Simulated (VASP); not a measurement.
# AgCl (Fm-3m) in VASP: further runs, part 2 of 2

VASP 6.6.1. The steps go on from the part before.

### Step 5. Single point, PBEsol

This run uses another cell than the first one, of 19.57 Å³/atom.

The input, INCAR:

```
SYSTEM = AgCl
ALGO = Normal
EDIFF = 1E-6
ENCUT = 500
GGA = PS
GGA_COMPAT = .False.
ISIF = 2
ISMEAR = 0
LASPH = .True.
LCHARG = .False.
LREAL = .False.
LWAVE = .False.
NBANDS = 16
NELM = 120
PREC = Accurate
SIGMA = 0.01
```

The input, KPOINTS:

```
k-points
0
Gamma
  8 8 8
  0 0 0
```

The input, POSCAR:

```
AgCl
1.0
    0.0000000000      2.6947308208      2.6947308208
    2.6947308208      0.0000000000      2.6947308208
    2.6947308208      2.6947308208      0.0000000000
Ag Cl
1 1
Direct
    0.0000000000      0.0000000000      0.0000000000
    0.5000000000      0.5000000000      0.5000000000
```

Potentials or basis: VASP PAW PBE potentials, release 64 (Ag, Cl).

On the command line:

```
cat potpaw_PBE.64/Ag/POTCAR potpaw_PBE.64/Cl/POTCAR > POTCAR
mpirun -np 1 vasp_std > vasp.out
```

OUTCAR:

```text
SYSTEM = AgCl
   EDIFF = 1E-6
   ENCUT = 500
   GGA = PS
   ISIF = 2
   ISMEAR = 0
   LASPH = .True.
   LREAL = .False.
   NELM = 120
   PREC = Accurate

 ion  position               nearest neighbor table
   1  0.000  0.000  0.000-   2 2.69   2 2.69   2 2.69   2 2.69   2 2.69   2 2.69
   2  0.500  0.500  0.500-   1 2.69   1 2.69   1 2.69   1 2.69   1 2.69   1 2.69

  LATTYP: Found a face centered cubic cell.
 ALAT       =     5.3894616416

  Lattice vectors:

[... 644 lines left out ...]

  FORCE on cell =-STRESS in cart. coord.  units (eV):
  Direction    XX          YY          ZZ          XY          YZ          ZX
  --------------------------------------------------------------------------------------
  -------------------------------------------------------------------------------------
  Total        0.4614895      0.4614895      0.4614895      0.0000000      0.0000000      0.0000000
  in kB       18.8927973     18.8927973     18.8927973      0.0000000      0.0000000      0.0000000
  external PRESSURE =      18.8927973 kB  Pullay stress =       0.0000000 kB

 VOLUME and BASIS-vectors are now :
 -----------------------------------------------------------------------------
  energy-cutoff  :      500.00
  volume of cell :       39.14
      direct lattice vectors                 reciprocal lattice vectors
     0.000000000  2.694730821  2.694730821    -0.185547290  0.185547290  0.185547290
     2.694730821  0.000000000  2.694730821     0.185547290 -0.185547290  0.185547290
     2.694730821  2.694730821  0.000000000     0.185547290  0.185547290 -0.185547290

 POSITION                                       TOTAL-FORCE (eV/Angst)
 -----------------------------------------------------------------------------------
      0.00000      0.00000      0.00000         0.000000      0.000000      0.000000
      2.69473      2.69473      2.69473        -0.000000     -0.000000     -0.000000
 -----------------------------------------------------------------------------------
    total drift:                                0.000000      0.000000      0.000000

  FREE ENERGIE OF THE ION-ELECTRON SYSTEM (eV)
  ---------------------------------------------------
  free  energy   TOTEN  =        -6.0535169710 eV

  energy  without entropy=       -6.0535169710  energy(sigma->0) =       -6.05351697
```

OSZICAR:

```text
N       E                     dE             d eps       ncg     rms          rms(c)
DAV:   1     0.971936226153E+02    0.97194E+02   -0.85077E+03   952   0.989E+02
DAV:   2    -0.286946460753E+01   -0.10006E+03   -0.92930E+02  1152   0.220E+02
DAV:   3    -0.618910587923E+01   -0.33196E+01   -0.33127E+01  1168   0.426E+01
DAV:   4    -0.621150619431E+01   -0.22400E-01   -0.22399E-01  1168   0.372E+00
DAV:   5    -0.621179333221E+01   -0.28714E-03   -0.28714E-03  1144   0.409E-01    0.819E+00
DAV:   6    -0.605810313259E+01    0.15369E+00   -0.27863E-01  1200   0.717E+00    0.529E+00
DAV:   7    -0.605490111663E+01    0.32020E-02   -0.66544E-02  1064   0.172E+00    0.216E+00
DAV:   8    -0.605353259144E+01    0.13685E-02   -0.33759E-03  1104   0.614E-01    0.318E-01
DAV:   9    -0.605349528290E+01    0.37309E-04   -0.41955E-04  1144   0.247E-01    0.391E-02
DAV:  10    -0.605351169960E+01   -0.16417E-04   -0.21323E-05  1184   0.459E-02    0.164E-02
DAV:  11    -0.605351700924E+01   -0.53096E-05   -0.45749E-06  1144   0.177E-02    0.444E-03
DAV:  12    -0.605351697099E+01    0.38254E-07   -0.18326E-07   584   0.380E-03
   1 F= -.60535170E+01 E0= -.60535170E+01  d E =-.103339E-17
```

stdout:

```text
POSCAR found type information on POSCAR AgCl
 POSCAR found :  2 types and       2 ions
 scaLAPACK will be used
 -----------------------------------------------------------------------------
|                                                                             |
|                                                                             |
|     You enforced a specific xc type in the INCAR file but a different       |
|     I HOPE YOU KNOW WHAT YOU ARE DOING!                                     |
|                                                                             |
 -----------------------------------------------------------------------------

 LDA part: xc-table for (Slater+PW92), standard interpolation
 POSCAR, INCAR and KPOINTS ok, starting setup
 FFT: planning ... GRIDC
 FFT: planning ... GRID_SOFT
 FFT: planning ... GRID
 WAVECAR not read
 entering main loop
```

Wall time 6.9 s (1 thread of Intel Xeon 6975P-C (Granite Rapids), shared host); peak memory 0.16 GiB.

Results:

```
Free energy            : -6.0535 eV
Pressure               : 1.9 GPa
Band gap on the k mesh : 0.72 eV (least direct gap 3.35 eV)
```

Caveat: the PAW data sets were made with another functional, which shifts forces and pressure a little.

### Step 6. Relaxation of cell and atoms, PBEsol, target pressure 1 GPa, at which the enthalpy is minimised

This run uses another cell than the first one, of 20.21 Å³/atom.

The input, INCAR:

```
  ALGO = Normal
  EDIFF = 1E-7
  EDIFFG = -0.002
  ENCUT = 500
  GGA = PS
  GGA_COMPAT = False
  IBRION = 2
  ISIF = 3
  ISMEAR = 0
  LASPH = True
  LCHARG = False
  LREAL = False
  LWAVE = False
  NELM = 120
  NELMIN = 4
  NSW = 100
  PREC = Accurate
  PSTRESS = 10.0
  SIGMA = 0.01
```

The input, KPOINTS:

```
k-points
0
Gamma
  8 8 8
```

The input, POSCAR:

```
AgCl
1.0
    0.0000000000      2.7237519363      2.7237519363
    2.7237519363      0.0000000000      2.7237519363
    2.7237519363      2.7237519363      0.0000000000
Ag Cl
1 1
Direct
    0.0000000000      0.0000000000      0.0000000000
    0.5000000000      0.5000000000      0.5000000000
```

Potentials or basis: VASP PAW PBE potentials, release 64 (Ag, Cl).

On the command line:

```
cat potpaw_PBE.64/Ag/POTCAR potpaw_PBE.64/Cl/POTCAR > POTCAR
mpirun -np 1 vasp_std > vasp.out
```

Run time: 14 s. Hardware: 1 thread of Intel Xeon 6975P-C (Granite Rapids), shared host; peak memory 0.16 GiB.

The run converged. Its results:

* Free energy: -6.0589 eV
* Relaxed volume: 19.84 Å³/atom
* Relaxed cell: a = 3.828 Å, b = 3.828 Å, c = 3.828 Å, α = 60.00°, β = 60.00°, γ = 60.00°
* Space group after relaxing (to 0.1 Å): Fm-3m (No. 225)
* Energy change on relaxing (the run minimises the enthalpy): +1.0 meV/atom
* Ionic steps: 3
* Pressure after relaxing: 1.0 GPa
* Band gap on the k mesh: 0.72 eV (least direct gap 3.29 eV)

Step by step:
| step | energy change (eV) | largest force (eV/Å) | pressure (GPa) | volume (Å³) |
| --- | --- | --- | --- | --- |
| 1 | 0.0000 | 0.0000 | -0.09 | 40.41 |
| 2 | 0.0024 | 0.0000 | 1.09 | 39.62 |
| 3 | 0.0021 | 0.0000 | 1.01 | 39.67 |

Final structure:
```
Ag Cl
1.0
     0.00000    2.70701    2.70701
     2.70701    0.00000    2.70701
     2.70701    2.70701    0.00000
Ag Cl
1 1
Cartesian
  0.0000 0.0000 0.0000
  2.7070 2.7070 2.7070
```

Levels at points of the mesh, in eV from the valence-band top:
| k point | band 5 | band 6 | band 7 | band 8 | band 9 | band 10 | band 11 | band 12 | band 13 |
| --- | --- | --- | --- | --- | --- | --- | --- | --- | --- |
| (0.00, 0.00, 0.00) | -2.75 | -2.75 | -2.64 | -2.64 | -2.64 | 0.72 | 10.72 | 10.72 | 10.72 |
| (0.50, 0.00, 0.00) | -2.35 | -2.35 | -1.99 | 0.00 | 0.00 | 3.83 | 6.85 | 7.38 | 7.38 |
| (0.50, 0.50, 0.00) | -3.21 | -2.52 | -2.20 | -2.20 | -2.06 | 2.11 | 7.75 | 8.70 | 11.73 |

Caveat: the cell is relaxed towards a set pressure, so the run minimises the enthalpy, not the energy; the PAW data sets were made with another functional, which shifts forces and pressure a little. A k mesh can miss the band edges.

### Step 7. The runs side by side

| task | cell | gap on the mesh (eV) | pressure (GPa) |
| --- | --- | --- | --- |
| single point | a = 3.731 Å, angles 60.0°, 2 atoms | 0.75 | 6.9 |
| single point | a = 3.775 Å, angles 60.0°, 2 atoms | 0.73 | 3.9 |
| single point | a = 3.830 Å, angles 60.0°, 2 atoms | 0.72 | 0.9 |
| single point | a = 3.811 Å, angles 60.0°, 2 atoms | 0.72 | 1.9 |
| relaxation of cell and atoms | relaxed to 1 GPa from a = 3.852 Å, angles 60.0°, 2 atoms | 0.72 | 1.0 |

Alike in all rows: level PBEsol; potentials or basis VASP PAW PBE potentials, release 64 (Ag, Cl); no spin polarisation; k mesh 8 × 8 × 8; cutoff (eV) 500; smearing gaussian 0.01 eV.

Caveats: the PAW data sets were made with another functional, which shifts forces and pressure a little; the cell stands under pressure (at least some runs); the cell is relaxed towards a set pressure, so the run minimises the enthalpy, not the energy (at least some runs).

Total energies depend on the potentials used, so only differences within one code and one set of settings carry meaning.
